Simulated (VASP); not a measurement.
# H18CO10 in VASP: notebook

H18CO10 is run at these levels: PBE+D3(BJ); tasks: single point.

Program: VASP 6.6.1. These are calculated values, not measurements. Logs are shortened: lines on timing, memory, paths and dates and some standing lists are left out, and cuts for length are marked.

## (1) The cell of the first run

The cell holds a disordered packing, 29 atoms: a = 6.485 Å, b = 6.485 Å, c = 6.485 Å, α = 90.00°, β = 90.00°, γ = 90.00°.

## (2) Single point, PBE+D3(BJ)

File INCAR:

```
SYSTEM = H18CO10
PREC = Accurate
ENCUT = 520
EDIFF = 1E-6
ISMEAR = -1
SIGMA = 0.05
LREAL = Auto
LASPH = .True.
NELM = 80
ALGO = Normal
ISIF = 2
LWAVE = .False.
LCHARG = .False.
GGA = PE
IVDW = 12
NBANDS = 61
```

File KPOINTS:

```
regular mesh
0
Gamma
  1 1 1
  0 0 0
```

File POSCAR:

```
H18CO10
1.0
    6.4847770000      0.0000000000      0.0000000000
    0.0000000000      6.4847770000      0.0000000000
    0.0000000000      0.0000000000      6.4847770000
O H C
10 18 1
Direct
    0.2390675886      0.9373799592      0.1987423777
    0.9602797444      0.6001902610      0.7286295273
    0.8612015494      0.7978531875      0.3538595082
    0.5647534217      0.7826329263      0.9209877225
    0.2079948162      0.1497507162      0.5594178489
    0.7807361764      0.1297654491      0.7311122649
    0.3183609860      0.4358823750      0.8826209444
    0.7316211490      0.1379846986      0.1714322636
    0.2783904520      0.5027466635      0.2463153320
    0.5873910545      0.4598924527      0.3994277675
    0.1452787043      0.8256259236      0.2327913512
    0.3340438692      0.8828985176      0.0864331958
    0.9425613248      0.6753046404      0.5895191153
    0.9144030705      0.4671864584      0.6901239626
    0.8308689721      0.9423916967      0.3013981822
    0.7796567253      0.7045731873      0.2746894766
    0.6749499636      0.8507771354      0.8532136109
    0.5481761362      0.6475935873      0.8709782927
    0.1096876577      0.2527611975      0.5198019916
    0.2364769058      0.0725082759      0.4346178751
    0.8880953038      0.0679745811      0.6500146420
    0.6699690676      0.1801758179      0.6505389468
    0.1840772628      0.5062934315      0.8344774230
    0.3025084748      0.2968490667      0.8255333992
    0.6847729691      0.2745661108      0.2269160528
    0.7184826865      0.1339136257      0.0215736023
    0.3253003149      0.4644878305      0.0960403110
    0.3269503331      0.5471737887      0.5494868983
    0.3998749687      0.4954680785      0.4089577791
```

Potentials or basis: VASP PAW PBE potentials, release 64 (O, H, C).

Run with:

```bash
$ cat potpaw_PBE.64/O/POTCAR potpaw_PBE.64/H/POTCAR potpaw_PBE.64/C/POTCAR > POTCAR
$ mpirun -np 1 vasp_gam > vasp.out
```

OUTCAR:

```text
SYSTEM = H18CO10
   PREC = Accurate
   ENCUT = 520
   EDIFF = 1E-6
   ISMEAR = -1
   LREAL = Auto
   LASPH = .True.
   NELM = 80
   ISIF = 2
   GGA = PE
   IVDW = 12
 IVDW          = 12

 ion  position               nearest neighbor table
   1  0.239  0.937  0.199-  11 0.97  12 1.02
   2  0.960  0.600  0.729-  14 0.95  13 1.03
   3  0.861  0.798  0.354-  16 0.95  15 1.02
   4  0.565  0.783  0.921-  18 0.94  17 0.95
   5  0.208  0.150  0.559-  19 0.96  20 0.97
   6  0.781  0.130  0.731-  22 0.95  21 0.96
   7  0.318  0.436  0.883-  24 0.98  23 1.03  27 1.40
   8  0.732  0.138  0.171-  26 0.98  25 1.00
   9  0.278  0.503  0.246-  27 1.05  29 1.32
  10  0.587  0.460  0.399-  29 1.24
  11  0.145  0.826  0.233-   1 0.97
  12  0.334  0.883  0.086-   1 1.02
  13  0.943  0.675  0.590-   2 1.03
  14  0.914  0.467  0.690-   2 0.95
  15  0.831  0.942  0.301-   3 1.02
[... 9 lines left out ...]
  25  0.685  0.275  0.227-   8 1.00
  26  0.718  0.134  0.022-   8 0.98
  27  0.325  0.464  0.096-   9 1.05   7 1.40
  28  0.327  0.547  0.549-  29 1.08
  29  0.400  0.495  0.409-  28 1.08  10 1.24   9 1.32

  LATTYP: Found a simple cubic cell.
 ALAT       =     6.4847770000

  Lattice vectors:

 A1 = (   6.4847770000,   0.0000000000,   0.0000000000)
 A2 = (   0.0000000000,   6.4847770000,   0.0000000000)
 A3 = (   0.0000000000,   0.0000000000,   6.4847770000)

Analysis of symmetry for initial positions (statically):
=====================================================================
 Subroutine PRICEL returns:
 Original cell was already a primitive cell.

 Routine SETGRP: Setting up the symmetry group for a
 simple cubic supercell.

 Subroutine GETGRP returns: Found  1 space group operations
 (whereof  1 operations were pure point group operations)
 out of a pool of 48 trial point group operations.

The static configuration has the point symmetry C_1 .

Analysis of symmetry for dynamics (positions and initial velocities):
=====================================================================
 Subroutine PRICEL returns:
 Original cell was already a primitive cell.

 Routine SETGRP: Setting up the symmetry group for a
 simple cubic supercell.

 Subroutine GETGRP returns: Found  1 space group operations
 (whereof  1 operations were pure point group operations)
 out of a pool of 48 trial point group operations.

The dynamic configuration has the point symmetry C_1 .

 Subroutine INISYM returns: Found  1 space group operations
 (whereof  1 operations are pure point group operations),
 and found     1 'primitive' translations

----------------------------------------------------------------------------------------

                                     Primitive cell

  volume of cell :     272.7000

  direct lattice vectors                    reciprocal lattice vectors
     6.484777000  0.000000000  0.000000000     0.154207307  0.000000000  0.000000000
     0.000000000  6.484777000  0.000000000     0.000000000  0.154207307  0.000000000
     0.000000000  0.000000000  6.484777000     0.000000000  0.000000000  0.154207307

  length of vectors
     6.484777000  6.484777000  6.484777000     0.154207307  0.154207307  0.154207307

  position of ions in fractional coordinates (direct lattice)
     0.239067589  0.937379959  0.198742378
     0.960279744  0.600190261  0.728629527
     0.861201549  0.797853188  0.353859508
     0.564753422  0.782632926  0.920987723
     0.207994816  0.149750716  0.559417849
     0.780736176  0.129765449  0.731112265
[... 21 lines left out ...]
     0.326950333  0.547173789  0.549486898
     0.399874969  0.495468078  0.408957779

  ion indices of the primitive-cell ions
   primitive index   ion index
                 1           1
                 2           2
                 3           3
                 4           4
                 5           5
                 6           6
[... 21 lines left out ...]
                28          28
                29          29

----------------------------------------------------------------------------------------

 KPOINTS: regular mesh

Automatic generation of k-mesh.
 Grid dimensions read from file:
 generate k-points for:    1    1    1

 Generating k-lattice:

  Cartesian coordinates                     Fractional coordinates (reciprocal lattice)
     0.154207307  0.000000000  0.000000000     1.000000000  0.000000000  0.000000000
     0.000000000  0.154207307  0.000000000     0.000000000  1.000000000  0.000000000
     0.000000000  0.000000000  0.154207307     0.000000000  0.000000000  1.000000000

  Length of vectors
     0.154207307  0.154207307  0.154207307

  Shift w.r.t. Gamma in fractional coordinates (k-lattice)
     0.000000000  0.000000000  0.000000000

 Subroutine IBZKPT returns following result:
 ===========================================

 Found      1 irreducible k-points:

 Following reciprocal coordinates:
            Coordinates               Weight
  0.000000  0.000000  0.000000      1.000000
   k-points           NKPTS =      1   k-points in BZ     NKDIM =      1   number of bands    NBANDS=     61
   number of dos      NEDOS =    301   number of ions     NIONS =     29
   total plane-waves  NPLWV = 110592
   dimension x,y,z NGX =    48 NGY =   48 NGZ =   48
   dimension x,y,z NGXF=    96 NGYF=   96 NGZF=   96
   ions per type =              10  18   1
   NGX,Y,Z   is equivalent  to a cutoff of  12.31, 12.31, 12.31 a.u.
   NGXF,Y,Z  is equivalent  to a cutoff of  24.61, 24.61, 24.61 a.u.
 SYSTEM =  H18CO10
   PREC   = accura    normal or accurate (medium, high low for compatibility)
   ISTART =      0    job   : 0-new  1-cont  2-samecut
   ICHARG =      2    charge: 1-file 2-atom 10-const
   ISPIN  =      1    spin polarized calculation?
   LNONCOLLINEAR =      F non collinear calculations
   LSORBIT =      F    spin-orbit coupling
   LASPH  =      T    aspherical Exc in radial PAW
   ENCUT  =  520.0 eV  38.22 Ry    6.18 a.u.  12.06 12.06 12.06*2*pi/ulx,y,z
   NELM   =     80;   NELMIN=  2; NELMDL= -5     # of ELM steps
   EDIFF  = 0.1E-05   stopping-criterion for ELM
   LREAL  =      T    real-space projection
   EDIFFG = 0.1E-04   stopping-criterion for IOM
   NSW    =      0    number of steps for IOM
   IBRION =     -1    ionic relax: 0-MD 1-quasi-New 2-CG
   NFREE  =      0    steps in history (QN), initial steepest desc. (CG)
   ISIF   =      2    stress and relaxation
   ISYM   =      2    0-nonsym 1-usesym 2-fastsym
   POTIM  = 0.5000    time-step for ionic-motion
   TEBEG  =    0.0;   TEEND  =   0.0 temperature during run
   PSTRESS=    0.0 pullay stress
   NELECT =      82.0000    total number of electrons
   NUPDOWN=      -1.0000    fix difference up-down
   EMIN   =  10.00;   EMAX   =-10.00  energy-range for DOS
   EFERMI =   0.00;   METHOD = LEGACY
   ISMEAR =    -1;   SIGMA  =   0.05  broadening in eV -4-tet -1-fermi 0-gaus
   EFERMI_NEDOS =   21; number of points for ismear=-14 and -15
   IALGO  =     38    algorithm
   IMIX   =      4    mixing-type and parameters
     AMIX     =   0.40;   BMIX     =  1.00
     AMIX_MAG =   1.60;   BMIX_MAG =  1.00
  volume/ion in A,a.u.               =       9.40        63.46
  Fermi-wavevector in a.u.,A,eV,Ry     =   1.096775  2.072605 16.366672  1.202916
  Thomas-Fermi vector in A             =   2.233124
   LORBIT       =      0    0 simple, 1 ext, 2 COOP (PROOUT), +10 PAW based schemes
   GGA     = PE    functional components
   LHFCALC =     F    Hartree Fock is set to
   AEXX    =    0.0000 exact exchange contribution
   IVDW    =    12    specifies the selected vdW correction
   LEPSILON=     F    determine dielectric tensor
   LRPA    =     F    only Hartree local field effects (RPA)
 non-spin polarized calculation
  energy-cutoff  :      520.00
  volume of cell :      272.70
 maximum number of plane-waves:      3625
   NGX = 25   NGY = 25   NGZ = 25

 number of electron      81.9999999 magnetization

 Free energy of the ion-electron system (eV)
  ---------------------------------------------------
  ext. energy  EPLUGINS =         0.00000000
  ---------------------------------------------------
  free energy    TOTEN  =      -146.45257884 eV

  energy without entropy =     -146.45257884  energy(sigma->0) =     -146.45257884

 E-fermi :  -1.5785     XC(G=0):  -7.2832

 val. band max:       -2.8073482908   @ k =   0.0000   0.0000   0.0000
 cond. band min:       1.8218475641   @ k =   0.0000   0.0000   0.0000
 fundamental gap:      4.6291958549
 Fermi energy:        -1.5785179649

 k-point     1 :       0.0000    0.0000    0.0000
  band No.  band energies     occupation
      1     -23.8709      2.00000
      2     -22.6183      2.00000
      3     -22.4752      2.00000
      4     -21.9772      2.00000
      5     -21.9522      2.00000
      6     -21.6141      2.00000
[... 45 lines left out ...]
     52       7.3945      0.00000
     53       7.4744      0.00000
 [bands above 53 left out]

------------------------ aborting loop because EDIFF is reached ----------------------------------------

 Edisp (eV)   -1.16345

 E8    (eV) :    -0.2464

  FORCE on cell =-STRESS in cart. coord.  units (eV):
  Direction    XX          YY          ZZ          XY          YZ          ZX
  --------------------------------------------------------------------------------------
  -------------------------------------------------------------------------------------
  Total       1.94293     3.99433     0.41709     2.31325     1.92030    -1.05695
  in kB      11.41518    23.46764     2.45053    13.59088    11.28219    -6.20983
  external pressure =       12.44 kB  Pullay stress =        0.00 kB

 VOLUME and BASIS-vectors are now :
 -----------------------------------------------------------------------------
  energy-cutoff  :      520.00
  volume of cell :      272.70
      direct lattice vectors                 reciprocal lattice vectors
     6.484777000  0.000000000  0.000000000     0.154207307  0.000000000  0.000000000
     0.000000000  6.484777000  0.000000000     0.000000000  0.154207307  0.000000000
     0.000000000  0.000000000  6.484777000     0.000000000  0.000000000  0.154207307

 POSITION                                       TOTAL-FORCE (eV/Angst)
 -----------------------------------------------------------------------------------
      1.55030      6.07870      1.28880         1.048329     -0.077017     -1.155090
      6.22720      3.89210      4.72500         0.735355      1.603056     -1.109915
      5.58470      5.17390      2.29470         1.084944      1.088604      0.854844
      3.66230      5.07520      5.97240        -1.209916      1.103437      1.679672
      1.34880      0.97110      3.62770        -0.034142      0.051404      1.425193
      5.06290      0.84150      4.74110         0.462734      0.070152      1.790389
[... 21 lines left out ...]
      2.12020      3.54830      3.56330        -0.430283      0.036042      0.727476
      2.59310      3.21300      2.65200         0.698528      0.460382     -2.305488
 -----------------------------------------------------------------------------------
    total drift:                                0.005025     -0.012915     -0.006892

  FREE ENERGIE OF THE ION-ELECTRON SYSTEM (eV)
  ---------------------------------------------------
  free  energy   TOTEN  =      -147.6160276484 eV

  energy  without entropy=     -147.6160276483  energy(sigma->0) =     -147.61602765
```

Wall time 74 s (1 thread of Intel Xeon 8259CL, shared host); peak memory 0.31 GiB.

Results:

```
Free energy                : -147.6160 eV
Pressure                   : 1.2 GPa
Largest force              : 2.453 eV/Å
Dispersion energy per atom : -0.040 eV
```

Forces on the atoms (eV/Å):
```
O    1.048 -0.077 -1.155
O    0.735  1.603 -1.110
O    1.085  1.089  0.855
O   -1.210  1.103  1.680
O   -0.034  0.051  1.425
O    0.463  0.070  1.790
O   -0.777  0.386 -0.814
O   -0.172  0.684  0.444
O   -0.578 -0.016  1.482
O    0.162 -0.517  0.518
H   -0.360 -0.186 -0.060
H   -0.544  0.570  1.218
H    0.107 -0.129  1.005
H   -0.967 -1.595 -0.005
H   -0.247 -0.740 -0.208
H   -0.764 -0.486 -0.501
H    0.957  0.435 -0.790
H   -0.039 -1.542 -0.818
H   -0.321  0.447 -0.477
H    0.353 -0.630 -1.184
H    0.363 -0.266 -0.597
H   -0.822  0.272 -1.237
H    0.699  0.005  0.192
H    0.126 -0.269 -0.010
H    0.106 -0.653 -0.372
H    0.245  0.227  0.159
H    0.117 -0.331  0.149
H   -0.430  0.036  0.727
C    0.699  0.460 -2.305
```

Stress tensor (GPa, compression positive):
```
 1.14  1.36 -0.62
 1.36  2.35  1.13
-0.62  1.13  0.25
```

Levels at points of the mesh, in eV from the Fermi level:
```csv
k point,band 37,band 38,band 39,band 40,band 41,band 42,band 43,band 44,band 45,band 46
"(0.00, 0.00, 0.00)",-1.95,-1.91,-1.62,-1.51,-1.23,3.40,3.76,6.32,6.61,6.71
```

Caveat: the k points lie up to 0.97 Å⁻¹ apart.

[end of part 1 of 4]
